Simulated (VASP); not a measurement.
Input of a VASP 6.6.1 run:

Contents of INCAR:

```
SYSTEM = LiC18
PREC = Accurate
ENCUT = 520
EDIFF = 1E-6
ISMEAR = -1
SIGMA = 0.05
LREAL = Auto
LASPH = .TRUE.
NELM = 150
ALGO = Normal
ISIF = 2
LWAVE = .FALSE.
LCHARG = .TRUE.
ISPIN = 2
MAGMOM = 0 0 0 0 0 0 0 0 0 0 0 0 0 0 0 0 0 0 0
LORBIT = 11
GGA = PE
LELF = .TRUE.
LVHAR = .TRUE.
NBANDS = 56
```

Contents of KPOINTS:

```
regular mesh
0
G
  2 2 1
  0 0 0
```

POSCAR

```
LiC18
1.0
    7.3980000000      0.0000000000      0.0000000000
   -3.6990000000      6.4068560000      0.0000000000
    0.0000000000      0.0000000000     11.0000000000
C Li
18 1
Direct
   -0.0043661015     -0.0079522624      0.0930462727
    0.2178257335      0.1032489258      0.0926470000
   -0.0045996164      0.3247329111      0.0948478182
    0.2184171625      0.4361771203      0.0924121818
   -0.0045765874      0.6591704262      0.0924187273
    0.2186779065      0.7712333475      0.0877435455
    0.3297012919     -0.0066455372      0.0905560000
    0.5515030218      0.1033620859      0.0920995455
    0.3294810955      0.3250105824      0.0932404545
    0.5512942705      0.4363876760      0.0930449091
    0.3304802920      0.6594323331      0.0877369091
    0.5526013299      0.7704554309      0.0905519091
    0.6626083817     -0.0077429554      0.0921001818
    0.8843688140      0.1026086742      0.0942092727
    0.6618549749      0.3251224938      0.0942102727
    0.8839788182      0.4361541761      0.0948485455
    0.6624954796      0.6585794967      0.0926444545
    0.8842571115      0.7702344176      0.0932442727
    0.1613972435      0.6020937571      0.2502160909
```

Potentials or basis: VASP PAW PBE potentials, release 64 (C, Li_sv).

The run is started by

```sh
$ cat potpaw_PBE.64/C/POTCAR potpaw_PBE.64/Li_sv/POTCAR > POTCAR
$ mpirun -np 1 vasp_std > vasp.out
```

Task: Predict the largest force.

Result: 0.422 eV/Å.

Task: Estimate the net moment.

Result: 0.00 μB per cell.

Forces on the atoms (eV/Å):
```
C    0.013  0.027 -0.001
C    0.011  0.023  0.004
C    0.018  0.015  0.011
C    0.015  0.018  0.007
C    0.006  0.023  0.002
C    0.011  0.023  0.019
C    0.014  0.017  0.001
C    0.013  0.015 -0.002
C    0.007  0.019 -0.003
C    0.014  0.023 -0.006
C    0.011  0.028  0.018
C    0.014  0.018  0.000
C    0.009  0.014  0.004
C    0.014  0.019  0.001
C    0.011  0.025  0.005
C    0.007  0.017  0.011
C    0.013  0.018  0.000
C    0.007  0.017 -0.003
Li  -0.210 -0.359 -0.071
```

Caveat: the k points lie up to 0.49 Å⁻¹ apart.
